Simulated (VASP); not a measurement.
# Co (P6_3/mmc) in VASP: a series of runs

The runs below take Co through relaxation of shape and atoms at fixed volume, single point, with PBEsol.

All numbers are computed with VASP 6.6.1; they aren't measurements. Logs are shortened: lines on timing, memory, paths and dates and some standing lists are left out, and cuts for length are marked.

### 1 The cell of the first run

The structure is hexagonal, space group P6_3/mmc (No. 194). Conventional cell: a = 2.406 Å, b = 2.406 Å, c = 3.888 Å, α = 90.00°, β = 90.00°, γ = 120.00°. Co (site symmetry -6m2) has 12 Co at 2.39 to 2.41 Å within 3.2 Å.

### 2 Relaxation of shape and atoms at fixed volume, PBEsol, collinear spin, ferromagnetic start (9.75 Å³/atom)

Input file INCAR:

```
SYSTEM = Co
ALGO     = Fast           ! electronic algorithm
EDIFF    = 1E-7           ! SCF threshold, eV
EDIFFG   = -0.01          ! ionic threshold
ENCUT    = 600            ! plane-wave cutoff, eV
GGA      = PS             ! functional
IBRION   = 2              ! ionic algorithm
ISIF     = 4              ! what is computed and relaxed
ISMEAR   = 0              ! smearing method
ISPIN    = 2              ! spin polarisation
LASPH    = .TRUE.         ! aspherical terms in the spheres
LCHARG   = .FALSE.        ! write CHGCAR
LMAXMIX  = 4              ! l up to which the mixer works
LORBIT   = 11             ! projections on sites
LREAL    = .FALSE.        ! projectors in reciprocal space
LWAVE    = .FALSE.        ! write WAVECAR
MAGMOM   = 1.8 1.8        ! initial moments
NELM     = 150            ! most SCF steps
NSW      = 50             ! ionic steps
PREC     = Accurate       ! precision mode
SIGMA    = 0.1            ! smearing width, eV
```

Input file KPOINTS:

```
k-points
0
G
  18 18 10
  0 0 0
```

Input file POSCAR:

```
Co
1.0
    2.4064758802      0.0000000000      0.0000000000
   -1.2032379401      2.0840692458      0.0000000000
    0.0000000000      0.0000000000      3.8877136864
Co
2
Direct
    0.3333333333      0.6666666667      0.2500000000
    0.6666666667      0.3333333333      0.7500000000
```

Potentials or basis: VASP PAW PBE potentials, release 64 (Co).

On the command line:

```console
> cat potpaw_PBE.64/Co/POTCAR > POTCAR
> mpirun -np 1 vasp_std > vasp.out
```

OUTCAR:

```text
SYSTEM = Co
   EDIFF = 1E-7
   EDIFFG = -0.01
   ENCUT = 600
   GGA = PS
   IBRION = 2
   ISIF = 4
   ISMEAR = 0
   ISPIN = 2
   LASPH = .TRUE.
   LORBIT = 11
   LREAL = .FALSE.
   NELM = 150
   NSW = 50
   PREC = Accurate

 ion  position               nearest neighbor table
   1  0.333  0.667  0.250-   2 2.39   2 2.39   2 2.39   2 2.39   2 2.39   2 2.39
   2  0.667  0.333  0.750-   1 2.39   1 2.39   1 2.39   1 2.39   1 2.39   1 2.39

  LATTYP: Found a hexagonal cell.
 ALAT       =     2.4064758802
 C/A-ratio  =     1.6155215676

  Lattice vectors:

 A1 = (   2.4064758802,   0.0000000000,   0.0000000000)
 A2 = (  -1.2032379401,   2.0840692458,   0.0000000000)
 A3 = (   0.0000000000,   0.0000000000,   3.8877136864)

Analysis of symmetry for initial positions (statically):
=====================================================================
 Subroutine PRICEL returns:
 Original cell was already a primitive cell.

 Routine SETGRP: Setting up the symmetry group for a
 hexagonal supercell.

 Subroutine GETGRP returns: Found 24 space group operations
 (whereof 12 operations were pure point group operations)
 out of a pool of 24 trial point group operations.

The static configuration has the point symmetry D_3d.
 The point group associated with its full space group is D_6h.

Analysis of symmetry for dynamics (positions and initial velocities):
=====================================================================
 Subroutine PRICEL returns:
 Original cell was already a primitive cell.

 Routine SETGRP: Setting up the symmetry group for a
 hexagonal supercell.

 Subroutine GETGRP returns: Found 24 space group operations
 (whereof 12 operations were pure point group operations)
 out of a pool of 24 trial point group operations.

The dynamic configuration has the point symmetry D_3d.
 The point group associated with its full space group is D_6h.

Analysis of structural, dynamic, and magnetic symmetry:
=====================================================================
 Subroutine PRICEL returns:
 Original cell was already a primitive cell.

 Routine SETGRP: Setting up the symmetry group for a
 hexagonal supercell.

 Subroutine GETGRP returns: Found 24 space group operations
 (whereof 12 operations were pure point group operations)
 out of a pool of 24 trial point group operations.

The overall configuration has the point symmetry D_3d.
 The point group associated with its full space group is D_6h.

 Subroutine INISYM returns: Found 24 space group operations
[... 191 lines left out ...]

  energy without entropy =      -15.41265159  energy(sigma->0) =      -15.41688381

 E-fermi :  11.6476     XC(G=0): -14.2240

 val. band max:       11.6460302720   @ k =   0.1111   0.0000   0.3000
 cond. band min:      11.6475732995   @ k =   0.1667   0.0556   0.1000
 fundamental gap:      0.0015430275
 Fermi energy:        11.6475671867

 spin component 1

 k-point     1 :       0.0000    0.0000    0.0000
  band No.  band energies     occupation
      1       2.0493      1.00000
      2       5.9880      1.00000
      3       8.9253      1.00000
      4       8.9378      1.00000
      5       8.9378      1.00000
      6       9.3171      1.00000
      7       9.3171      1.00000
      8       9.7283      1.00000
      9       9.7283      1.00000
     10      11.0428      1.00000
     11      11.0428      1.00000
     12      11.5035      0.97917
     13      19.0464      0.00000
     14      34.4612      0.00000
[... 403 lines left out ...]
      4       8.4869      1.00000
      5       8.6769      1.00000
      6       9.0230      1.00000
      7       9.4137      1.00000
      8      11.0126      1.00000
      9      11.2085      1.00000
     10      11.2426      1.00000
     11      13.0897      0.00000
     12      16.8622      0.00000
     13      21.9120      0.00000
     14      22.8551      0.00000
     15      25.0824      0.00000

 [... further k-points ...]

 spin component 2

 k-point     1 :       0.0000    0.0000    0.0000
  band No.  band energies     occupation
      1       2.1307      1.00000
      2       6.9060      1.00000
      3      10.4693      1.00000
      4      10.4767      1.00000
      5      10.4767      1.00000
      6      10.9104      1.00000
      7      10.9104      1.00000
      8      11.3868      0.99989
      9      11.3868      0.99989
     10      11.5499      0.91647
     11      12.8170      0.00000
     12      12.8170      0.00000
     13      20.0587      0.00000
     14      34.3227      0.00000
[... 403 lines left out ...]
      4       9.2824      1.00000
      5      10.1710      1.00000
      6      10.4367      1.00000
      7      10.9010      1.00000
      8      12.7508      0.00000
      9      12.9782      0.00000
     10      13.0442      0.00000
     11      14.3977      0.00000
     12      17.7253      0.00000
     13      22.4903      0.00000
     14      23.3479      0.00000
     15      25.4607      0.00000

 [... further k-points ...]

------------------------ aborting loop because EDIFF is reached ----------------------------------------

  FORCE on cell =-STRESS in cart. coord.  units (eV):
  Direction    XX          YY          ZZ          XY          YZ          ZX
  --------------------------------------------------------------------------------------
  -------------------------------------------------------------------------------------
  Total        1.9968377      1.9968377      2.0036548      0.0000000     -0.0000000      0.0000000
  in kB      164.0836908    164.0836908    164.6438611      0.0000000     -0.0000000      0.0000000
  external PRESSURE =     164.2704142 kB  Pullay stress =       0.0000000 kB

 VOLUME and BASIS-vectors are now :
 -----------------------------------------------------------------------------
  energy-cutoff  :      600.00
  volume of cell :       19.50
      direct lattice vectors                 reciprocal lattice vectors
     2.407203151  0.000000000  0.000000000     0.415419862  0.239842769  0.000000000
    -1.203601576  2.084699081  0.000000000    -0.000000000  0.479685538  0.000000000
     0.000000000 -0.000000000  3.885364907     0.000000000  0.000000000  0.257376083

 POSITION                                       TOTAL-FORCE (eV/Angst)
 -----------------------------------------------------------------------------------
     -0.00000      1.38980      0.97134         0.000000     -0.000000      0.000000
      1.20360      0.69490      2.91402        -0.000000      0.000000      0.000000
 -----------------------------------------------------------------------------------
    total drift:                               -0.000000     -0.000000     -0.000000

  FREE ENERGIE OF THE ION-ELECTRON SYSTEM (eV)
  ---------------------------------------------------
  free  energy   TOTEN  =       -15.4211160447 eV

  energy  without entropy=      -15.4126515853  energy(sigma->0) =      -15.41688381

 reached required accuracy - stopping structural energy minimisation

 total charge

# of ion       s       p       d       tot
------------------------------------------
    1        0.537   0.626   7.341   8.503
    2        0.537   0.626   7.341   8.503
--------------------------------------------------
tot          1.074   1.252  14.681  17.007

 magnetization (x)

# of ion       s       p       d       tot
------------------------------------------
    1       -0.016  -0.052   1.596   1.528
    2       -0.016  -0.052   1.596   1.528
--------------------------------------------------
tot         -0.031  -0.104   3.191   3.055
```

CONTCAR:

```text
Co
   1.00000000000000
     2.4072031514268661    0.0000000000000000    0.0000000000000000
    -1.2036015757134331    2.0846990811532602    0.0000000000000000
     0.0000000000000000   -0.0000000000000000    3.8853649065092668
  Co
     2
Direct
     0.3333333332999970    0.6666666667000030    0.2500000000000000
     0.6666666667000030    0.3333333332999970    0.7500000000000000

  0.00000000E+00  0.00000000E+00  0.00000000E+00
  0.00000000E+00  0.00000000E+00  0.00000000E+00
```

Run time: 86 s. Hardware: 1 thread of Intel Xeon 6975P-C (Granite Rapids), shared host; peak memory 0.24 GiB.

Results:

* Free energy: -15.4211 eV
* Energy gained by relaxing: 0.0 meV/atom
* Ionic steps: 2
* Pressure after relaxing: 16.4 GPa
* Net moment: 3.06 μB per cell
* Site moments: Co +1.53 μB
* Valence electrons inside the program's atomic spheres: Co 8.50

Final structure:
```
CELL_PARAMETERS angstrom
2.40720 0.00000 0.00000
-1.20360 2.08470 0.00000
0.00000 0.00000 3.88536
ATOMIC_POSITIONS crystal
Co 0.33333 0.66667 0.25000
Co 0.66667 0.33333 0.75000
```

Caveat: the PAW data sets were made with another functional, which shifts forces and pressure a little.

### 3 Single point, PBEsol, collinear spin, ferromagnetic start

This run uses another cell than the first one, of 10.37 Å³/atom.

Input file INCAR:

```
SYSTEM = Co
PREC = Accurate ; ENCUT = 520
EDIFF = 1E-6 ; ISMEAR = 0
SIGMA = 0.1 ; LREAL = .False.
LASPH = .True. ; NELM = 150
ALGO = Normal ; ISIF = 2
LWAVE = .False. ; LCHARG = .True.
ISPIN = 2 ; MAGMOM = 1.78 1.78
LORBIT = 11 ; LMAXMIX = 4
GGA = PS ; LELF = .True.
LVHAR = .True. ; NBANDS = 20
```

Input file KPOINTS:

```
regular mesh
0
Gamma
  18 18 10
  0 0 0
```

Input file POSCAR:

```
Co
1.0
    2.4564141994      0.0000000000      0.0000000000
   -1.2282070997      2.1273170989      0.0000000000
    0.0000000000      0.0000000000      3.9694110249
Co
2
Direct
    0.3333333333      0.6666666667      0.2500000000
    0.6666666667      0.3333333333      0.7500000000
```

Potentials or basis: VASP PAW PBE potentials, release 64 (Co).

On the command line:

```console
> cat potpaw_PBE.64/Co/POTCAR > POTCAR
> mpirun -np 1 vasp_std > vasp.out
```

OUTCAR:

```text
SYSTEM = Co
   PREC = Accurate
   ENCUT = 520
   EDIFF = 1E-6
   ISMEAR = 0
   LREAL = .False.
   LASPH = .True.
   NELM = 150
   ISIF = 2
   ISPIN = 2
   LORBIT = 11
   GGA = PS

 ion  position               nearest neighbor table
   1  0.333  0.667  0.250-   2 2.44   2 2.44   2 2.44   2 2.44   2 2.44   2 2.44
   2  0.667  0.333  0.750-   1 2.44   1 2.44   1 2.44   1 2.44   1 2.44   1 2.44

  LATTYP: Found a hexagonal cell.
 ALAT       =     2.4564141994
 C/A-ratio  =     1.6159371762

  Lattice vectors:

 A1 = (   2.4564141994,   0.0000000000,   0.0000000000)
 A2 = (  -1.2282070997,   2.1273170989,   0.0000000000)
 A3 = (   0.0000000000,   0.0000000000,   3.9694110249)

Analysis of symmetry for initial positions (statically):
=====================================================================
 Subroutine PRICEL returns:
 Original cell was already a primitive cell.

 Routine SETGRP: Setting up the symmetry group for a
 hexagonal supercell.

 Subroutine GETGRP returns: Found 24 space group operations
 (whereof 12 operations were pure point group operations)
 out of a pool of 24 trial point group operations.

The static configuration has the point symmetry D_3d.
 The point group associated with its full space group is D_6h.

Analysis of symmetry for dynamics (positions and initial velocities):
=====================================================================
 Subroutine PRICEL returns:
 Original cell was already a primitive cell.

 Routine SETGRP: Setting up the symmetry group for a
 hexagonal supercell.

 Subroutine GETGRP returns: Found 24 space group operations
 (whereof 12 operations were pure point group operations)
 out of a pool of 24 trial point group operations.

The dynamic configuration has the point symmetry D_3d.
 The point group associated with its full space group is D_6h.

Analysis of structural, dynamic, and magnetic symmetry:
=====================================================================
 Subroutine PRICEL returns:
 Original cell was already a primitive cell.

 Routine SETGRP: Setting up the symmetry group for a
 hexagonal supercell.

 Subroutine GETGRP returns: Found 24 space group operations
 (whereof 12 operations were pure point group operations)
 out of a pool of 24 trial point group operations.

The overall configuration has the point symmetry D_3d.
 The point group associated with its full space group is D_6h.

 Subroutine INISYM returns: Found 24 space group operations
 (whereof 12 operations are pure point group operations),
 and found     1 'primitive' translations

----------------------------------------------------------------------------------------

                                     Primitive cell

  volume of cell :      20.7424

  direct lattice vectors                    reciprocal lattice vectors
     2.456414199  0.000000000  0.000000000     0.407097468  0.235037833  0.000000000
    -1.228207100  2.127317099  0.000000000     0.000000000  0.470075665  0.000000000
     0.000000000  0.000000000  3.969411025     0.000000000  0.000000000  0.251926544

  length of vectors
     2.456414199  2.456414199  3.969411025     0.470075665  0.470075665  0.251926544

  position of ions in fractional coordinates (direct lattice)
     0.333333333  0.666666667  0.250000000
     0.666666667  0.333333333  0.750000000

  ion indices of the primitive-cell ions
[... 68 lines left out ...]
   ICHARG =      2    charge: 1-file 2-atom 10-const
   ISPIN  =      2    spin polarized calculation?
   LNONCOLLINEAR =      F non collinear calculations
   LSORBIT =      F    spin-orbit coupling
   LASPH  =      T    aspherical Exc in radial PAW
   ENCUT  =  520.0 eV  38.22 Ry    6.18 a.u.   4.57  4.57  7.38*2*pi/ulx,y,z
   NELM   =    150;   NELMIN=  2; NELMDL= -5     # of ELM steps
   EDIFF  = 0.1E-05   stopping-criterion for ELM
   LREAL  =      F    real-space projection
   EDIFFG = 0.1E-04   stopping-criterion for IOM
   NSW    =      0    number of steps for IOM
   IBRION =     -1    ionic relax: 0-MD 1-quasi-New 2-CG
   NFREE  =      0    steps in history (QN), initial steepest desc. (CG)
   ISIF   =      2    stress and relaxation
   ISYM   =      2    0-nonsym 1-usesym 2-fastsym
   POTIM  = 0.5000    time-step for ionic-motion
   TEBEG  =    0.0;   TEEND  =   0.0 temperature during run
   PSTRESS=    0.0 pullay stress
   NELECT =      18.0000    total number of electrons
   NUPDOWN=      -1.0000    fix difference up-down
   EMIN   =  10.00;   EMAX   =-10.00  energy-range for DOS
   EFERMI =   0.00;   METHOD = LEGACY
   ISMEAR =     0;   SIGMA  =   0.10  broadening in eV -4-tet -1-fermi 0-gaus
   EFERMI_NEDOS =   21; number of points for ismear=-14 and -15
   IALGO  =     38    algorithm
   IMIX   =      4    mixing-type and parameters
     AMIX     =   0.40;   BMIX     =  1.00
     AMIX_MAG =   1.60;   BMIX_MAG =  1.00
  volume/ion in A,a.u.               =      10.37        69.99
  Fermi-wavevector in a.u.,A,eV,Ry     =   1.561513  2.950832 33.175411  2.438324
  Thomas-Fermi vector in A             =   2.664568
   LORBIT       =     11    0 simple, 1 ext, 2 COOP (PROOUT), +10 PAW based schemes
   GGA     = PS    functional components
   LHFCALC =     F    Hartree Fock is set to
   AEXX    =    0.0000 exact exchange contribution
   IVDW    =     0    specifies the selected vdW correction
   LEPSILON=     F    determine dielectric tensor
   LRPA    =     F    only Hartree local field effects (RPA)
 spin polarized calculation
 Gauss-broadening in eV      SIGMA  =   0.10
  energy-cutoff  :      520.00
  volume of cell :       20.74
 maximum number of plane-waves:       576
   NGX =  9   NGY =  9   NGZ = 15

 number of electron      17.9999973 magnetization       3.1364589

 Free energy of the ion-electron system (eV)
  ---------------------------------------------------
  ext. energy  EPLUGINS =         0.00000000
  ---------------------------------------------------
  free energy    TOTEN  =       -15.47837827 eV

  energy without entropy =      -15.46983009  energy(sigma->0) =      -15.47410418

 E-fermi :  10.7137     XC(G=0): -13.8476

 val. band max:       10.7127072899   @ k =   0.2222   0.1667   0.4000
 cond. band min:      10.7148996423   @ k =   0.2222   0.2222   0.4000
 fundamental gap:      0.0021923524
 Fermi energy:        10.7137396416

 spin component 1

 k-point     1 :       0.0000    0.0000    0.0000
  band No.  band energies     occupation
      1       1.4829      1.00000
      2       5.3634      1.00000
      3       8.0721      1.00000
      4       8.0912      1.00000
      5       8.0912      1.00000
      6       8.4312      1.00000
[... 541 lines left out ...]
     19      33.9579      0.00000
     20      36.3748      0.00000

 [... further k-points ...]

 spin component 2

 k-point     1 :       0.0000    0.0000    0.0000
  band No.  band energies     occupation
      1       1.5465      1.00000
      2       6.2961      1.00000
      3       9.6493      1.00000
      4       9.6688      1.00000
      5       9.6688      1.00000
      6      10.0620      1.00000
[... 541 lines left out ...]
     19      34.3045      0.00000
     20      36.7839      0.00000

 [... further k-points ...]

------------------------ aborting loop because EDIFF is reached ----------------------------------------

  FORCE on cell =-STRESS in cart. coord.  units (eV):
  Direction    XX          YY          ZZ          XY          YZ          ZX
  --------------------------------------------------------------------------------------
  -------------------------------------------------------------------------------------
  Total       -0.1124365     -0.1124365     -0.1299955      0.0000000      0.0000000      0.0000000
  in kB       -8.6847640     -8.6847640    -10.0410462      0.0000000      0.0000000      0.0000000
  external PRESSURE =      -9.1368581 kB  Pullay stress =       0.0000000 kB

 VOLUME and BASIS-vectors are now :
 -----------------------------------------------------------------------------
  energy-cutoff  :      520.00
  volume of cell :       20.74
      direct lattice vectors                 reciprocal lattice vectors
     2.456414199  0.000000000  0.000000000     0.407097468  0.235037833  0.000000000
    -1.228207100  2.127317099  0.000000000     0.000000000  0.470075665  0.000000000
     0.000000000  0.000000000  3.969411025     0.000000000  0.000000000  0.251926544

 POSITION                                       TOTAL-FORCE (eV/Angst)
 -----------------------------------------------------------------------------------
     -0.00000      1.41821      0.99235         0.000000     -0.000000      0.000000
      1.22821      0.70911      2.97706        -0.000000      0.000000      0.000000
 -----------------------------------------------------------------------------------
    total drift:                               -0.000000      0.000000     -0.000000

  FREE ENERGIE OF THE ION-ELECTRON SYSTEM (eV)
  ---------------------------------------------------
  free  energy   TOTEN  =       -15.4783782745 eV

  energy  without entropy=      -15.4698300889  energy(sigma->0) =      -15.47410418

 total charge

# of ion       s       p       d       tot
------------------------------------------
    1        0.508   0.565   7.290   8.363
    2        0.508   0.565   7.290   8.363
--------------------------------------------------
tot          1.016   1.130  14.580  16.726

 magnetization (x)

# of ion       s       p       d       tot
------------------------------------------
    1       -0.015  -0.053   1.644   1.576
    2       -0.015  -0.053   1.644   1.576
--------------------------------------------------
tot         -0.031  -0.105   3.288   3.151
```

Wall time 3.5 min (1 thread of AMD EPYC 7R13, shared host); peak memory 0.2 GiB.

Results:

```
Free energy                                           : -15.4784 eV
Pressure                                              : -0.9 GPa
Net moment                                            : 3.14 μB per cell
Site moments                                          : Co +1.58 μB
Valence electrons inside the program's atomic spheres : Co 8.36
```

Stress tensor (GPa, compression positive):
```
-0.87  0.00  0.00
 0.00 -0.87  0.00
 0.00  0.00 -1.00
```

Caveat: the PAW data sets were made with another functional, which shifts forces and pressure a little.

[end of part 1 of 2]
